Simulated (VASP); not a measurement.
Here is a VASP 6.6.1 calculation.

Contents of INCAR:

```
PREC = Accurate
ENCUT = 520
EDIFF = 1E-6
ISMEAR = 0
SIGMA = 0.05
LREAL = F
LASPH = T
NELM = 100
ALGO = Normal
ISIF = 2
LWAVE = F
LCHARG = T
GGA = CA
LELF = T
LVHAR = T
NBANDS = 15
```

The input KPOINTS:

```
regular mesh
0
Gamma
  8 8 8
```

Contents of POSCAR:

```
KCl
1.0
    0.0000000000      2.8918092183      3.7593519838
    2.8918092183      0.0000000000      3.7593519838
    2.8918092183      2.8918092183      0.0000000000
K Cl
1 1
Direct
    0.0000000000      0.0000000000      0.0000000000
    0.5000000000      0.5000000000      0.5000000000
```

Potentials or basis: VASP PAW LDA potentials, release 64 (K_sv, Cl).

The run is started by

```sh
$ cat potpaw_LDA.64/K_sv/POTCAR potpaw_LDA.64/Cl/POTCAR > POTCAR
$ mpirun -np 1 vasp_std > vasp.out
```

(1) What does it give for the band gap on the k mesh?

(2) Predict the pressure.

Answers

(1) 4.48 eV, direct.

(2) 1.0 GPa.
